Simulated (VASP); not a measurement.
# CdSe (P4_2/mmc) in VASP: notebook

The runs below take CdSe through relaxation of cell and atoms, with PBE.

All numbers are computed with VASP 6.6.1; they aren't measurements. Logs are shortened: lines on timing, memory, paths and dates and some standing lists are left out, and cuts for length are marked.

**1. The cell of the first run**

The structure is tetragonal, space group P4_2/mmc (No. 131). Conventional cell: a = 4.094 Å, b = 4.094 Å, c = 7.356 Å, α = 90.00°, β = 90.00°, γ = 90.00°. Cd (site symmetry mmm) has 4 Se at 2.75 Å within 3.6 Å. Se (site symmetry -4m2) has 4 Cd at 2.75 Å and 2 Se at 3.68 Å within 3.7 Å.

**2. Relaxation of cell and atoms, PBE (atoms taken out)**

Input file INCAR:

```
PREC = Accurate ; ENCUT = 500
EDIFF = 1E-7 ; ISMEAR = 0
SIGMA = 0.1 ; LREAL = F
LASPH = T ; NELM = 120
ALGO = Normal ; ISIF = 3
LWAVE = F ; LCHARG = F
GGA = PE ; IBRION = 2
NSW = 100 ; EDIFFG = -0.01
GGA_COMPAT = F ; NELMIN = 4
```

Input file KPOINTS:

```
regular mesh
0
Gamma
  12 12 6
```

Input file POSCAR:

```
CdSe
1.0
    4.0942907392      0.0000000000      0.0000000000
    0.0000000000      4.0942907392      0.0000000000
    0.0000000000      0.0000000000      7.3563012822
Cd Se
2 2
Direct
    0.0000000000      0.5000000000      0.0000000000
    0.5000000000      0.0000000000      0.5000000000
    0.5000000000      0.5000000000      0.2500000000
    0.5000000000      0.5000000000      0.7500000000
```

Potentials or basis: VASP PAW PBE potentials, release 64 (Cd, Se).

Command:

```console
> cat potpaw_PBE.64/Cd/POTCAR potpaw_PBE.64/Se/POTCAR > POTCAR
> mpirun -np 1 vasp_std > vasp.out
```

OUTCAR:

```text
PREC = Accurate
   ENCUT = 500
   EDIFF = 1E-7
   ISMEAR = 0
   LREAL = F
   LASPH = T
   NELM = 120
   ISIF = 3
   GGA = PE
   IBRION = 2
   NSW = 100
   EDIFFG = -0.01
   NELMIN = 4

 ion  position               nearest neighbor table
   1  0.000  0.500  0.000-   3 2.75   4 2.75   3 2.75   4 2.75
   2  0.500  0.000  0.500-   3 2.75   4 2.75   3 2.75   4 2.75
   3  0.500  0.500  0.250-   1 2.75   2 2.75   2 2.75   1 2.75
   4  0.500  0.500  0.750-   1 2.75   2 2.75   2 2.75   1 2.75

  LATTYP: Found a simple tetragonal cell.
 ALAT       =     4.0942907392
 C/A-ratio  =     1.7967217647

  Lattice vectors:

 A1 = (   4.0942907392,   0.0000000000,   0.0000000000)
 A2 = (   0.0000000000,   4.0942907392,   0.0000000000)
 A3 = (   0.0000000000,   0.0000000000,   7.3563012822)

Analysis of symmetry for initial positions (statically):
=====================================================================
 Subroutine PRICEL returns:
 Original cell was already a primitive cell.

 Routine SETGRP: Setting up the symmetry group for a
 simple tetragonal supercell.

 Subroutine GETGRP returns: Found 16 space group operations
 (whereof  8 operations were pure point group operations)
 out of a pool of 16 trial point group operations.

The static configuration has the point symmetry D_2h.
 The point group associated with its full space group is D_4h.

Analysis of symmetry for dynamics (positions and initial velocities):
=====================================================================
 Subroutine PRICEL returns:
 Original cell was already a primitive cell.

 Routine SETGRP: Setting up the symmetry group for a
 simple tetragonal supercell.

 Subroutine GETGRP returns: Found 16 space group operations
 (whereof  8 operations were pure point group operations)
 out of a pool of 16 trial point group operations.

The dynamic configuration has the point symmetry D_2h.
 The point group associated with its full space group is D_4h.

 Subroutine INISYM returns: Found 16 space group operations
 (whereof  8 operations are pure point group operations),
 and found     1 'primitive' translations

----------------------------------------------------------------------------------------

                                     Primitive cell

  volume of cell :     123.3153

  direct lattice vectors                    reciprocal lattice vectors
     4.094290739  0.000000000  0.000000000     0.244242547  0.000000000  0.000000000
     0.000000000  4.094290739  0.000000000     0.000000000  0.244242547  0.000000000
     0.000000000  0.000000000  7.356301282     0.000000000  0.000000000  0.135937880

  length of vectors
     4.094290739  4.094290739  7.356301282     0.244242547  0.244242547  0.135937880

  position of ions in fractional coordinates (direct lattice)
     0.000000000  0.500000000  0.000000000
     0.500000000  0.000000000  0.500000000
     0.500000000  0.500000000  0.250000000
     0.500000000  0.500000000  0.750000000

  ion indices of the primitive-cell ions
   primitive index   ion index
                 1           1
                 2           2
                 3           3
                 4           4

----------------------------------------------------------------------------------------

 KPOINTS: regular mesh

Automatic generation of k-mesh.
 Grid dimensions read from file:
 generate k-points for:   12   12    6

 Generating k-lattice:

  Cartesian coordinates                     Fractional coordinates (reciprocal lattice)
     0.020353546  0.000000000  0.000000000     0.083333333  0.000000000  0.000000000
     0.000000000  0.020353546  0.000000000     0.000000000  0.083333333  0.000000000
     0.000000000  0.000000000  0.022656313     0.000000000  0.000000000  0.166666667

  Length of vectors
     0.020353546  0.020353546  0.022656313

  Shift w.r.t. Gamma in fractional coordinates (k-lattice)
     0.000000000  0.000000000  0.000000000

 Subroutine IBZKPT returns following result:
 ===========================================

 Found    112 irreducible k-points:

 Following reciprocal coordinates:
            Coordinates               Weight
  0.000000  0.000000  0.000000      1.000000
  0.083333  0.000000  0.000000      4.000000
  0.166667  0.000000  0.000000      4.000000
  0.250000  0.000000  0.000000      4.000000
  0.333333  0.000000  0.000000      4.000000
  0.416667  0.000000  0.000000      4.000000
[... 16 lines left out ...]
  0.333333  0.333333  0.000000      4.000000
  0.416667  0.333333  0.000000      8.000000
 [... further k-points ...]
   k-points           NKPTS =    112   k-points in BZ     NKDIM =    112   number of bands    NBANDS=     22
   number of dos      NEDOS =    301   number of ions     NIONS =      4
   total plane-waves  NPLWV =  48600
   dimension x,y,z NGX =    30 NGY =   30 NGZ =   54
   dimension x,y,z NGXF=    60 NGYF=   60 NGZF=  108
   ions per type =               2   2
   NGX,Y,Z   is equivalent  to a cutoff of  12.18, 12.18, 12.20 a.u.
   NGXF,Y,Z  is equivalent  to a cutoff of  24.36, 24.36, 24.41 a.u.
 SYSTEM =  unknown system
   PREC   = accura    normal or accurate (medium, high low for compatibility)
   ISTART =      0    job   : 0-new  1-cont  2-samecut
   ICHARG =      2    charge: 1-file 2-atom 10-const
   ISPIN  =      1    spin polarized calculation?
   LNONCOLLINEAR =      F non collinear calculations
   LSORBIT =      F    spin-orbit coupling
   LASPH  =      T    aspherical Exc in radial PAW
   ENCUT  =  500.0 eV  36.75 Ry    6.06 a.u.   7.46  7.46 13.41*2*pi/ulx,y,z
   NELM   =    120;   NELMIN=  4; NELMDL= -5     # of ELM steps
   EDIFF  = 0.1E-06   stopping-criterion for ELM
   LREAL  =      F    real-space projection
   EDIFFG = -.1E-01   stopping-criterion for IOM
   NSW    =    100    number of steps for IOM
   IBRION =      2    ionic relax: 0-MD 1-quasi-New 2-CG
   NFREE  =      1    steps in history (QN), initial steepest desc. (CG)
   ISIF   =      3    stress and relaxation
   ISYM   =      2    0-nonsym 1-usesym 2-fastsym
   POTIM  = 0.5000    time-step for ionic-motion
   TEBEG  =    0.0;   TEEND  =   0.0 temperature during run
   PSTRESS=    0.0 pullay stress
   NELECT =      36.0000    total number of electrons
   NUPDOWN=      -1.0000    fix difference up-down
   EMIN   =  10.00;   EMAX   =-10.00  energy-range for DOS
   EFERMI =   0.00;   METHOD = LEGACY
   ISMEAR =     0;   SIGMA  =   0.10  broadening in eV -4-tet -1-fermi 0-gaus
   EFERMI_NEDOS =   21; number of points for ismear=-14 and -15
   IALGO  =     38    algorithm
   IMIX   =      4    mixing-type and parameters
     AMIX     =   0.40;   BMIX     =  1.00
     AMIX_MAG =   1.60;   BMIX_MAG =  1.00
  volume/ion in A,a.u.               =      30.83       208.04
  Fermi-wavevector in a.u.,A,eV,Ry     =   1.086017  2.052275 16.047165  1.179433
  Thomas-Fermi vector in A             =   2.222144
   LORBIT       =      0    0 simple, 1 ext, 2 COOP (PROOUT), +10 PAW based schemes
   GGA     = PE    functional components
   LHFCALC =     F    Hartree Fock is set to
   AEXX    =    0.0000 exact exchange contribution
   IVDW    =     0    specifies the selected vdW correction
   LEPSILON=     F    determine dielectric tensor
   LRPA    =     F    only Hartree local field effects (RPA)
 conjugate gradient relaxation of ions
 non-spin polarized calculation
 Gauss-broadening in eV      SIGMA  =   0.10
  energy-cutoff  :      500.00
  volume of cell :      123.32
 maximum number of plane-waves:      3160
 NGX is ok and might be reduce to    30
   NGX = 15   NGY = 15   NGZ = 27

--------------------------------------- Ionic step        1  -------------------------------------------

 number of electron      35.9999991 magnetization

 Free energy of the ion-electron system (eV)
  ---------------------------------------------------
  ext. energy  EPLUGINS =         0.00000000
  ---------------------------------------------------
  free energy    TOTEN  =        -9.76641331 eV

  energy without entropy =       -9.76426388  energy(sigma->0) =       -9.76533860

------------------------ aborting loop because EDIFF is reached ----------------------------------------

  FORCE on cell =-STRESS in cart. coord.  units (eV):
  Direction    XX          YY          ZZ          XY          YZ          ZX
  --------------------------------------------------------------------------------------
  -------------------------------------------------------------------------------------
  Total        0.1381087      0.1381087      0.2206634      0.0000000      0.0000000      0.0000000
  in kB        1.7943819      1.7943819      2.8669752      0.0000000      0.0000000      0.0000000
  external PRESSURE =       2.1519130 kB  Pullay stress =       0.0000000 kB
[... 61 lines left out ...]
  energy  without entropy=       -9.7646954972  energy(sigma->0) =       -9.76574868

--------------------------------------- Ionic step        3  -------------------------------------------

 number of electron      35.9999991 magnetization

 Free energy of the ion-electron system (eV)
  ---------------------------------------------------
  ext. energy  EPLUGINS =         0.00000000
  ---------------------------------------------------
  free energy    TOTEN  =        -9.76682849 eV

  energy without entropy =       -9.76471306  energy(sigma->0) =       -9.76577078

 E-fermi :   1.3226     XC(G=0):  -8.4885

 val. band max:        1.2775074710   @ k =   0.1667   0.0000   0.0000
 cond. band min:       1.3325530476   @ k =   0.4167   0.3333   0.0000
 fundamental gap:      0.0550455766
 Fermi energy:         1.3225939599

 k-point     1 :       0.0000    0.0000    0.0000
  band No.  band energies     occupation
      1     -11.8210      2.00000
      2     -11.0268      2.00000
      3      -7.5927      2.00000
      4      -7.4277      2.00000
      5      -7.4277      2.00000
      6      -7.2610      2.00000
[... 574 lines left out ...]
      6      -7.3059      2.00000
[... 14 lines left out ...]
     21       3.4939      0.00000
     22       5.5910      0.00000

 [... further k-points ...]

------------------------ aborting loop because EDIFF is reached ----------------------------------------

  FORCE on cell =-STRESS in cart. coord.  units (eV):
  Direction    XX          YY          ZZ          XY          YZ          ZX
  --------------------------------------------------------------------------------------
  -------------------------------------------------------------------------------------
  Total        0.0207521      0.0207521     -0.0227844      0.0000000      0.0000000      0.0000000
  in kB        0.2683370      0.2683370     -0.2946148      0.0000000      0.0000000      0.0000000
  external PRESSURE =       0.0806864 kB  Pullay stress =       0.0000000 kB
[... 19 lines left out ...]
  FREE ENERGIE OF THE ION-ELECTRON SYSTEM (eV)
  ---------------------------------------------------
  free  energy   TOTEN  =        -9.7668284866 eV

  energy  without entropy=       -9.7647130648  energy(sigma->0) =       -9.76577078

 reached required accuracy - stopping structural energy minimisation
```

Wall time 4.4 min (1 thread of Intel Xeon 6975P-C (Granite Rapids), shared host); peak memory 0.41 GiB.

What came out:

```
Free energy                           : -9.7668 eV
Relaxed volume                        : 30.98 Å³/atom
Relaxed cell                          : a = 4.100 Å, b = 4.100 Å, c = 7.372 Å, α = 90.00°, β = 90.00°, γ = 90.00°
Space group after relaxing (to 0.1 Å) : P4_2/mmc (No. 131)
Energy gained by relaxing             : 0.1 meV/atom
Ionic steps                           : 3
Pressure after relaxing               : 0.0 GPa
Band gap on the k mesh                : zero (bands 18 and 19 overlap by 0.65 eV)
```

Step by step:
| step | energy change (eV) | largest force (eV/Å) | pressure (GPa) | volume (Å³) |
| --- | --- | --- | --- | --- |
| 1 | 0.0000 | 0.0000 | 0.22 | 123.32 |
| 2 | -0.0004 | 0.0000 | -0.04 | 124.06 |
| 3 | -0.0004 | 0.0000 | 0.01 | 123.91 |

Final structure:
```yaml
crystal:
  lattice:
    - [4.09974, 0.00000, 0.00000]
    - [0.00000, 4.09974, 0.00000]
    - [0.00000, 0.00000, 7.37193]
  atoms:
    - { symbol: Cd, position: [0.00000, 0.50000, 0.00000] }
    - { symbol: Cd, position: [0.50000, 0.00000, 0.50000] }
    - { symbol: Se, position: [0.50000, 0.50000, 0.25000] }
    - { symbol: Se, position: [0.50000, 0.50000, 0.75000] }
```

Caveat: the cell differs from its parent crystal (atoms taken out); semilocal functionals underestimate gaps, and a narrow one can read as zero.

**3. Relaxation of cell and atoms, PBE (atoms taken out)**

Input file INCAR:

```
  ALGO = Normal
  EDIFF = 1E-7
  EDIFFG = -0.01
  ENCUT = 500
  GGA = PE
  GGA_COMPAT = F
  IBRION = 2
  ISIF = 3
  ISMEAR = 0
  LASPH = T
  LCHARG = F
  LREAL = F
  LWAVE = F
  NELM = 120
  NELMIN = 4
  NSW = 100
  PREC = Accurate
  SIGMA = 0.1
```

Input file KPOINTS:

```
k-points
0
Gamma
  10 10 8
```

Input file POSCAR:

```
CdSe
1.0
    4.5805458200      0.0000000000      0.0000000000
    0.0000000000      4.5805458200      0.0000000000
    0.0000000000      0.0000000000      6.4778700200
Cd Se
2 2
Direct
    0.0000000000      0.5000000000      0.0000000000
    0.5000000000      0.0000000000      0.5000000000
    0.5000000000      0.5000000000      0.2500000000
    0.5000000000      0.5000000000      0.7500000000
```

Potentials or basis: VASP PAW PBE potentials, release 64 (Cd, Se).

Command:

```console
> cat potpaw_PBE.64/Cd/POTCAR potpaw_PBE.64/Se/POTCAR > POTCAR
> mpirun -np 1 vasp_std > vasp.out
```

OUTCAR:

```text
EDIFF = 1E-7
   EDIFFG = -0.01
   ENCUT = 500
   GGA = PE
   IBRION = 2
   ISIF = 3
   ISMEAR = 0
   LASPH = T
   LREAL = F
   NELM = 120
   NELMIN = 4
   NSW = 100
   PREC = Accurate

 ion  position               nearest neighbor table
   1  0.000  0.500  0.000-   3 2.81   4 2.81   3 2.81   4 2.81
   2  0.500  0.000  0.500-   3 2.81   4 2.81   3 2.81   4 2.81
   3  0.500  0.500  0.250-   1 2.81   2 2.81   2 2.81   1 2.81
   4  0.500  0.500  0.750-   1 2.81   2 2.81   2 2.81   1 2.81

  LATTYP: Found a simple tetragonal cell.
 ALAT       =     4.5805458200
 C/A-ratio  =     1.4142135620

  Lattice vectors:

 A1 = (   4.5805458200,   0.0000000000,   0.0000000000)
 A2 = (   0.0000000000,   4.5805458200,   0.0000000000)
 A3 = (   0.0000000000,   0.0000000000,   6.4778700200)

Analysis of symmetry for initial positions (statically):
[... 489 lines left out ...]
  ext. energy  EPLUGINS =         0.00000000
  ---------------------------------------------------
  free energy    TOTEN  =        -9.76223201 eV

  energy without entropy =       -9.75993908  energy(sigma->0) =       -9.76108554

 E-fermi :   1.2985     XC(G=0):  -8.4843

 val. band max:        1.2788354248   @ k =   0.4000   0.3000   0.0000
 cond. band min:       1.3316490973   @ k =   0.5000   0.3000   0.0000
 fundamental gap:      0.0528136725
 Fermi energy:         1.2985320015

 k-point     1 :       0.0000    0.0000    0.0000
  band No.  band energies     occupation
      1     -11.8258      2.00000
      2     -11.0248      2.00000
      3      -7.5937      2.00000
      4      -7.4305      2.00000
      5      -7.4305      2.00000
      6      -7.2623      2.00000
[... 589 lines left out ...]
     21       5.3489      0.00000
     22       5.9607      0.00000

 [... further k-points ...]
[... 5 lines left out ...]
  --------------------------------------------------------------------------------------
  -------------------------------------------------------------------------------------
  Total       -0.0251560     -0.0251560     -0.0171839     -0.0000000      0.0000000      0.0000000
  in kB       -0.3251009     -0.3251009     -0.2220746     -0.0000000      0.0000000      0.0000000
  external PRESSURE =      -0.2907588 kB  Pullay stress =       0.0000000 kB
[... 19 lines left out ...]
  FREE ENERGIE OF THE ION-ELECTRON SYSTEM (eV)
  ---------------------------------------------------
  free  energy   TOTEN  =        -9.7622320068 eV

  energy  without entropy=       -9.7599390778  energy(sigma->0) =       -9.76108554

 reached required accuracy - stopping structural energy minimisation
```

OSZICAR:

```text
N       E                     dE             d eps       ncg     rms          rms(c)
DAV:   1     0.233599312524E+03    0.23360E+03   -0.16375E+04  4620   0.139E+03
[... 95 lines left out ...]
       N       E                     dE             d eps       ncg     rms          rms(c)
DAV:   1    -0.976298457406E+01   -0.89732E-03   -0.47402E-02  4626   0.169E+00    0.173E-01
DAV:   2    -0.976246345002E+01    0.52112E-03   -0.77307E-04  5040   0.344E-01    0.941E-02
DAV:   3    -0.976227039880E+01    0.19305E-03   -0.14087E-04  4956   0.111E-01    0.467E-02
DAV:   4    -0.976223198211E+01    0.38417E-04   -0.46664E-05  4968   0.622E-02    0.115E-02
DAV:   5    -0.976223207509E+01   -0.92986E-07   -0.48175E-06  4986   0.233E-02    0.480E-03
DAV:   6    -0.976223200679E+01    0.68299E-07   -0.32394E-07  4720   0.611E-03
   9 F= -.97622320E+01 E0= -.97610855E+01  d E =-.213375E-02
```

Wall time 12 min (1 thread of Intel Xeon 6975P-C (Granite Rapids), shared host); peak memory 0.43 GiB.

Results:

- Free energy: -9.7622 eV
- Relaxed volume: 30.99 Å³/atom
- Relaxed cell: a = 4.105 Å, b = 4.105 Å, c = 7.357 Å, α = 90.00°, β = 90.00°, γ = 90.00°
- Space group after relaxing (to 0.1 Å): P4_2/mmc (No. 131)
- Energy gained by relaxing: 175.9 meV/atom
- Ionic steps: 9
- Pressure after relaxing: 0.0 GPa
- Band gap on the k mesh: zero (bands 18 and 19 overlap by 0.66 eV)

The path:
```tsv
step	energy change (eV)	largest force (eV/Å)	pressure (GPa)	volume (Å³)
1	0.0000	0.0000	0.07	135.91
2	-0.3251	0.0000	-0.92	135.96
3	-0.5267	0.0000	-3.16	133.12
4	-0.6099	0.0000	-2.49	134.81
5	-0.6951	0.0000	0.46	121.54
6	-0.7015	0.0000	-0.24	124.10
7	-0.7015	0.0000	-0.29	124.31
8	-0.7035	0.0000	0.05	123.89
9	-0.7036	0.0000	-0.03	123.97
```

Final structure:
```
CELL_PARAMETERS angstrom
4.10509 0.00000 0.00000
0.00000 4.10509 0.00000
0.00000 0.00000 7.35679
ATOMIC_POSITIONS crystal
Cd 0.00000 0.50000 0.00000
Cd 0.50000 0.00000 0.50000
Se 0.50000 0.50000 0.25000
Se 0.50000 0.50000 0.75000
```

Levels at points of the mesh, in eV from the Fermi level:
```tsv
k point	band 15	band 16	band 17	band 18	band 19	band 20	band 21	band 22
(0.00, 0.00, 0.00)	-1.95	-1.25	-0.98	-0.44	-0.44	2.90	3.28	5.00
(0.50, 0.00, 0.00)	-3.05	-1.53	-0.47	-0.33	0.05	1.43	3.80	5.23
(0.50, 0.50, 0.00)	-3.90	-2.79	-2.79	0.22	0.68	1.99	1.99	2.84
(0.00, 0.00, 0.50)	-1.61	-1.61	-0.95	-0.95	1.28	1.28	4.47	4.47
(0.50, 0.00, 0.50)	-3.01	-2.95	-1.45	-0.47	1.93	2.06	2.76	4.39
(0.50, 0.50, 0.50)	-2.95	-2.95	-2.16	-2.16	1.43	1.43	2.74	2.74
```

Caveat: the cell differs from its parent crystal (atoms taken out); semilocal functionals underestimate gaps, and a narrow one can read as zero.

The gap in the log of VASP goes by the Fermi energy; the results here count the filled bands.